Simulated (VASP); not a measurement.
# Y (P6_3/mmc) in VASP: a series of runs

Y is run at these levels: PBEsol; tasks: single point, relaxation of cell and atoms.

All numbers are computed with VASP 6.6.1; they aren't measurements. Logs are shortened: lines on timing, memory, paths and dates and some standing lists are left out, and cuts for length are marked.

### Step 1. The cell of the first run

It takes space group P6_3/mmc (No. 194, hexagonal). Conventional cell: a = 3.599 Å, b = 3.599 Å, c = 5.582 Å, α = 90.00°, β = 90.00°, γ = 120.00°. Y (site symmetry -6m2) has 12 Y at 3.48 to 3.60 Å within 4.6 Å.

### Step 2. Single point, PBEsol

INCAR reads:

```
SYSTEM = Y
PREC     = Accurate       ! precision mode
ENCUT    = 520            ! plane-wave cutoff, eV
EDIFF    = 1E-6           ! SCF threshold, eV
ISMEAR   = 0              ! smearing method
SIGMA    = 0.1            ! smearing width, eV
LREAL    = .False.        ! projectors in reciprocal space
LASPH    = .True.         ! aspherical terms in the spheres
NELM     = 100            ! most SCF steps
ALGO     = Fast           ! electronic algorithm
ISIF     = 2              ! what is computed and relaxed
LWAVE    = .False.        ! write WAVECAR
LCHARG   = .True.         ! write CHGCAR
GGA      = PS             ! functional
LELF     = .True.         ! ELF
LVHAR    = .True.       
NBANDS   = 18             ! bands
```

KPOINTS reads:

```
Automatic mesh
0
Gamma
  15 15 8
  0 0 0
```

POSCAR reads:

```
Y
1.0
    3.5990649428      0.0000000000      0.0000000000
   -1.7995324714      3.1168816703      0.0000000000
    0.0000000000      0.0000000000      5.5816213456
Y
2
Direct
    0.0000000000      0.0000000000      0.0000000000
    0.3333333333      0.6666666667      0.5000000000
```

Potentials or basis: VASP PAW PBE potentials, release 64 (Y_sv).

The run is started by

```console
$ cat potpaw_PBE.64/Y_sv/POTCAR > POTCAR
$ mpirun -np 1 vasp_std > vasp.out
```

OUTCAR:

```text
SYSTEM = Y
   PREC = Accurate
   ENCUT = 520
   EDIFF = 1E-6
   ISMEAR = 0
   LREAL = .False.
   LASPH = .True.
   NELM = 100
   ISIF = 2
   GGA = PS

 ion  position               nearest neighbor table
   1  0.000  0.000  0.000-   2 3.48   2 3.48   2 3.48   2 3.48   2 3.48   2 3.48
   2  0.333  0.667  0.500-   1 3.48   1 3.48   1 3.48   1 3.48   1 3.48   1 3.48

  LATTYP: Found a hexagonal cell.
 ALAT       =     3.5990649428
 C/A-ratio  =     1.5508531895

  Lattice vectors:

 A1 = (   3.5990649428,   0.0000000000,   0.0000000000)
 A2 = (  -1.7995324714,   3.1168816703,   0.0000000000)
 A3 = (   0.0000000000,   0.0000000000,   5.5816213456)

Analysis of symmetry for initial positions (statically):
=====================================================================
 Subroutine PRICEL returns:
 Original cell was already a primitive cell.

 Routine SETGRP: Setting up the symmetry group for a
 hexagonal supercell.

 Subroutine GETGRP returns: Found 24 space group operations
 (whereof 12 operations were pure point group operations)
 out of a pool of 24 trial point group operations.

The static configuration has the point symmetry D_3h.
 The point group associated with its full space group is D_6h.

Analysis of symmetry for dynamics (positions and initial velocities):
=====================================================================
 Subroutine PRICEL returns:
 Original cell was already a primitive cell.

 Routine SETGRP: Setting up the symmetry group for a
 hexagonal supercell.

 Subroutine GETGRP returns: Found 24 space group operations
 (whereof 12 operations were pure point group operations)
 out of a pool of 24 trial point group operations.

The dynamic configuration has the point symmetry D_3h.
 The point group associated with its full space group is D_6h.

 Subroutine INISYM returns: Found 24 space group operations
 (whereof 12 operations are pure point group operations),
 and found     1 'primitive' translations

----------------------------------------------------------------------------------------

                                     Primitive cell

  volume of cell :      62.6138

  direct lattice vectors                    reciprocal lattice vectors
     3.599064943  0.000000000  0.000000000     0.277849946  0.160416741  0.000000000
    -1.799532471  3.116881670  0.000000000     0.000000000  0.320833482  0.000000000
     0.000000000  0.000000000  5.581621346     0.000000000  0.000000000  0.179159412

  length of vectors
     3.599064943  3.599064943  5.581621346     0.320833482  0.320833482  0.179159412

  position of ions in fractional coordinates (direct lattice)
     0.000000000  0.000000000  0.000000000
     0.333333333  0.666666667  0.500000000

  ion indices of the primitive-cell ions
   primitive index   ion index
                 1           1
                 2           2

----------------------------------------------------------------------------------------

 KPOINTS: Automatic mesh

Automatic generation of k-mesh.
 Grid dimensions read from file:
 generate k-points for:   15   15    8

 Generating k-lattice:

  Cartesian coordinates                     Fractional coordinates (reciprocal lattice)
     0.018523330  0.010694449  0.000000000     0.066666667  0.000000000  0.000000000
     0.000000000  0.021388899  0.000000000     0.000000000  0.066666667  0.000000000
     0.000000000  0.000000000  0.022394927     0.000000000  0.000000000  0.125000000

  Length of vectors
     0.021388899  0.021388899  0.022394927

  Shift w.r.t. Gamma in fractional coordinates (k-lattice)
     0.000000000  0.000000000  0.000000000

 Subroutine IBZKPT returns following result:
 ===========================================

 Found    135 irreducible k-points:

 Following reciprocal coordinates:
            Coordinates               Weight
  0.000000  0.000000  0.000000      1.000000
  0.066667  0.000000  0.000000      6.000000
  0.133333  0.000000  0.000000      6.000000
  0.200000  0.000000  0.000000      6.000000
  0.266667  0.000000  0.000000      6.000000
  0.333333  0.000000  0.000000      6.000000
[... 16 lines left out ...]
  0.333333  0.200000  0.000000     12.000000
  0.400000  0.200000  0.000000      6.000000
 [... further k-points ...]
   k-points           NKPTS =    135   k-points in BZ     NKDIM =    135   number of bands    NBANDS=     18
   number of dos      NEDOS =    301   number of ions     NIONS =      2
   total plane-waves  NPLWV =  32928
   dimension x,y,z NGX =    28 NGY =   28 NGZ =   42
   dimension x,y,z NGXF=    56 NGYF=   56 NGZF=   84
   ions per type =               2
   NGX,Y,Z   is equivalent  to a cutoff of  12.93, 12.93, 12.51 a.u.
   NGXF,Y,Z  is equivalent  to a cutoff of  25.87, 25.87, 25.02 a.u.
 SYSTEM =  Y
   PREC   = accura    normal or accurate (medium, high low for compatibility)
   ISTART =      0    job   : 0-new  1-cont  2-samecut
   ICHARG =      2    charge: 1-file 2-atom 10-const
   ISPIN  =      1    spin polarized calculation?
   LNONCOLLINEAR =      F non collinear calculations
   LSORBIT =      F    spin-orbit coupling
   LASPH  =      T    aspherical Exc in radial PAW
   ENCUT  =  520.0 eV  38.22 Ry    6.18 a.u.   6.69  6.69 10.38*2*pi/ulx,y,z
   NELM   =    100;   NELMIN=  2; NELMDL= -5     # of ELM steps
   EDIFF  = 0.1E-05   stopping-criterion for ELM
   LREAL  =      F    real-space projection
   EDIFFG = 0.1E-04   stopping-criterion for IOM
   NSW    =      0    number of steps for IOM
   IBRION =     -1    ionic relax: 0-MD 1-quasi-New 2-CG
   NFREE  =      0    steps in history (QN), initial steepest desc. (CG)
   ISIF   =      2    stress and relaxation
   ISYM   =      2    0-nonsym 1-usesym 2-fastsym
   POTIM  = 0.5000    time-step for ionic-motion
   TEBEG  =    0.0;   TEEND  =   0.0 temperature during run
   PSTRESS=    0.0 pullay stress
   NELECT =      22.0000    total number of electrons
   NUPDOWN=      -1.0000    fix difference up-down
   EMIN   =  10.00;   EMAX   =-10.00  energy-range for DOS
   EFERMI =   0.00;   METHOD = LEGACY
   ISMEAR =     0;   SIGMA  =   0.10  broadening in eV -4-tet -1-fermi 0-gaus
   EFERMI_NEDOS =   21; number of points for ismear=-14 and -15
   IALGO  =     68    algorithm
   IMIX   =      4    mixing-type and parameters
     AMIX     =   0.40;   BMIX     =  1.00
     AMIX_MAG =   1.60;   BMIX_MAG =  1.00
  volume/ion in A,a.u.               =      31.31       211.27
  Fermi-wavevector in a.u.,A,eV,Ry     =   1.155205  2.183020 18.156945  1.334498
  Thomas-Fermi vector in A             =   2.291835
   LORBIT       =      0    0 simple, 1 ext, 2 COOP (PROOUT), +10 PAW based schemes
   GGA     = PS    functional components
   LHFCALC =     F    Hartree Fock is set to
   AEXX    =    0.0000 exact exchange contribution
   IVDW    =     0    specifies the selected vdW correction
   LEPSILON=     F    determine dielectric tensor
   LRPA    =     F    only Hartree local field effects (RPA)
 non-spin polarized calculation
 RMM-DIIS sequential band-by-band and
 Gauss-broadening in eV      SIGMA  =   0.10
  energy-cutoff  :      520.00
  volume of cell :       62.61
 maximum number of plane-waves:      1725
 NGX is ok and might be reduce to    28
   NGX = 13   NGY = 13   NGZ = 21

 number of electron      22.0000001 magnetization

 Free energy of the ion-electron system (eV)
  ---------------------------------------------------
  ext. energy  EPLUGINS =         0.00000000
  ---------------------------------------------------
  free energy    TOTEN  =       -13.64921376 eV

  energy without entropy =      -13.63188226  energy(sigma->0) =      -13.64054801

 E-fermi :   3.1117     XC(G=0):  -9.7224

 val. band max:        3.1006549100   @ k =   0.3333   0.2667   0.3750
 cond. band min:       3.1250378423   @ k =   0.3333   0.2667   0.5000
 fundamental gap:      0.0243829322
 Fermi energy:         3.1117356582

 k-point     1 :       0.0000    0.0000    0.0000
  band No.  band energies     occupation
      1     -39.3646      2.00000
      2     -39.2694      2.00000
      3     -19.7343      2.00000
      4     -19.1717      2.00000
      5     -19.1717      2.00000
      6     -19.0607      2.00000
[... 10 lines left out ...]
     17       5.9322      0.00000
     18       5.9322      0.00000

 k-point     2 :       0.0667    0.0000    0.0000
  band No.  band energies     occupation
      1     -39.3619      2.00000
      2     -39.2685      2.00000
      3     -19.7249      2.00000
      4     -19.1902      2.00000
      5     -19.1782      2.00000
      6     -19.0804      2.00000
[... 10 lines left out ...]
     17       5.7981      0.00000
     18       5.8346      0.00000

 k-point     3 :       0.1333    0.0000    0.0000
  band No.  band energies     occupation
      1     -39.3542      2.00000
      2     -39.2661      2.00000
      3     -19.6975      2.00000
      4     -19.2427      2.00000
      5     -19.1961      2.00000
      6     -19.1351      2.00000
[... 10 lines left out ...]
     17       5.8133      0.00000
     18       5.8869      0.00000

 k-point     4 :       0.2000    0.0000    0.0000
  band No.  band energies     occupation
      1     -39.3423      2.00000
      2     -39.2630      2.00000
      3     -19.6545      2.00000
      4     -19.3204      2.00000
      5     -19.2216      2.00000
      6     -19.2132      2.00000
[... 10 lines left out ...]
     17       6.1852      0.00000
     18       6.2975      0.00000

 k-point     5 :       0.2667    0.0000    0.0000
  band No.  band energies     occupation
      1     -39.3280      2.00000
      2     -39.2601      2.00000
      3     -19.5998      2.00000
      4     -19.4100      2.00000
      5     -19.2995      2.00000
      6     -19.2497      2.00000
[... 10 lines left out ...]
     17       6.6433      0.00000
     18       6.8345      0.00000

 k-point     6 :       0.3333    0.0000    0.0000
  band No.  band energies     occupation
      1     -39.3133      2.00000
      2     -39.2584      2.00000
      3     -19.5389      2.00000
      4     -19.4957      2.00000
      5     -19.3790      2.00000
      6     -19.2758      2.00000
[... 10 lines left out ...]
     17       7.2115      0.00000
     18       7.4480      0.00000

 k-point     7 :       0.4000    0.0000    0.0000
  band No.  band energies     occupation
      1     -39.3003      2.00000
      2     -39.2584      2.00000
      3     -19.5625      2.00000
      4     -19.4807      2.00000
      5     -19.4393      2.00000
      6     -19.2957      2.00000
[... 10 lines left out ...]
     17       7.9182      0.00000
     18       8.0642      0.00000

 k-point     8 :       0.4667    0.0000    0.0000
  band No.  band energies     occupation
      1     -39.2921      2.00000
      2     -39.2595      2.00000
      3     -19.5990      2.00000
      4     -19.4718      2.00000
      5     -19.4404      2.00000
      6     -19.3065      2.00000
[... 10 lines left out ...]
     17       8.6549      0.00000
     18       8.7851      0.00000
[... 229 lines left out ...]
     17       7.9071      0.00000
     18       8.6698      0.00000

 k-point    20 :       0.4000    0.1333    0.0000
  band No.  band energies     occupation
      1     -39.2878      2.00000
      2     -39.2605      2.00000
      3     -19.5790      2.00000
      4     -19.4552      2.00000
      5     -19.4187      2.00000
      6     -19.3417      2.00000
[... 10 lines left out ...]
     17       8.2833      0.00000
     18       8.7900      0.00000

 k-point    21 :       0.2000    0.2000    0.0000
  band No.  band energies     occupation
      1     -39.3095      2.00000
      2     -39.2582      2.00000
      3     -19.5230      2.00000
      4     -19.4470      2.00000
      5     -19.4317      2.00000
      6     -19.2679      2.00000
[... 10 lines left out ...]
     17       7.2556      0.00000
     18       7.9887      0.00000

 k-point    22 :       0.2667    0.2000    0.0000
  band No.  band energies     occupation
      1     -39.2968      2.00000
      2     -39.2587      2.00000
      3     -19.5066      2.00000
      4     -19.4649      2.00000
      5     -19.4482      2.00000
      6     -19.3119      2.00000
[... 10 lines left out ...]
     17       7.7918      0.00000
     18       8.6275      0.00000

 k-point    23 :       0.3333    0.2000    0.0000
  band No.  band energies     occupation
      1     -39.2864      2.00000
      2     -39.2608      2.00000
      3     -19.5470      2.00000
      4     -19.4453      2.00000
      5     -19.4118      2.00000
      6     -19.3569      2.00000
[... 10 lines left out ...]
     17       8.1334      0.00000
     18       8.6252      0.00000

 k-point    24 :       0.4000    0.2000    0.0000
  band No.  band energies     occupation
      1     -39.2818      2.00000
      2     -39.2625      2.00000
      3     -19.5611      2.00000
      4     -19.4368      2.00000
      5     -19.3859      2.00000
      6     -19.3806      2.00000
[... 10 lines left out ...]
     17       8.3012      0.00000
     18       8.6350      0.00000

 [... further k-points ...]
[... 5 lines left out ...]
  --------------------------------------------------------------------------------------
  -------------------------------------------------------------------------------------
  Total       -0.0485057     -0.0485057     -0.0452658      0.0000000     -0.0000000     -0.0000000
  in kB       -1.2411751     -1.2411751     -1.1582717      0.0000000     -0.0000000     -0.0000000
  external PRESSURE =      -1.2135406 kB  Pullay stress =       0.0000000 kB

 VOLUME and BASIS-vectors are now :
 -----------------------------------------------------------------------------
  energy-cutoff  :      520.00
  volume of cell :       62.61
      direct lattice vectors                 reciprocal lattice vectors
     3.599064943  0.000000000  0.000000000     0.277849946  0.160416741  0.000000000
    -1.799532471  3.116881670  0.000000000     0.000000000  0.320833482  0.000000000
     0.000000000  0.000000000  5.581621346     0.000000000  0.000000000  0.179159412

 POSITION                                       TOTAL-FORCE (eV/Angst)
 -----------------------------------------------------------------------------------
      0.00000      0.00000      0.00000         0.000000     -0.000000      0.000000
     -0.00000      2.07792      2.79081        -0.000000      0.000000      0.000000
 -----------------------------------------------------------------------------------
    total drift:                                0.000000     -0.000000     -0.000000

  FREE ENERGIE OF THE ION-ELECTRON SYSTEM (eV)
  ---------------------------------------------------
  free  energy   TOTEN  =       -13.6492137633 eV

  energy  without entropy=      -13.6318822578  energy(sigma->0) =      -13.64054801
```

It took 5.8 min on 1 thread of Intel Xeon 8259CL, shared host; peak memory 0.29 GiB.

What came out:

- Free energy: -13.6492 eV
- Pressure: -0.1 GPa
- Band gap on the k mesh: zero (bands 11 and 12 overlap by 1.59 eV)

Levels at points of the mesh, in eV from the Fermi level:
| k point | band 7 | band 8 | band 9 | band 10 | band 11 | band 12 | band 13 | band 14 | band 15 | band 16 |
| --- | --- | --- | --- | --- | --- | --- | --- | --- | --- | --- |
| (0.00, 0.00, 0.00) | -22.17 | -22.12 | -4.77 | -1.92 | 1.14 | 1.77 | 1.77 | 2.19 | 2.43 | 2.43 |
| (0.00, 0.00, 0.50) | -22.23 | -22.23 | -3.25 | -3.25 | 1.02 | 1.02 | 1.66 | 1.66 | 1.66 | 1.66 |

Caveat: the PAW data sets were made with another functional, which shifts forces and pressure a little.

(Part 1 of 2 ends here.)

The gap in the log of VASP goes by the Fermi energy; the results here count the filled bands.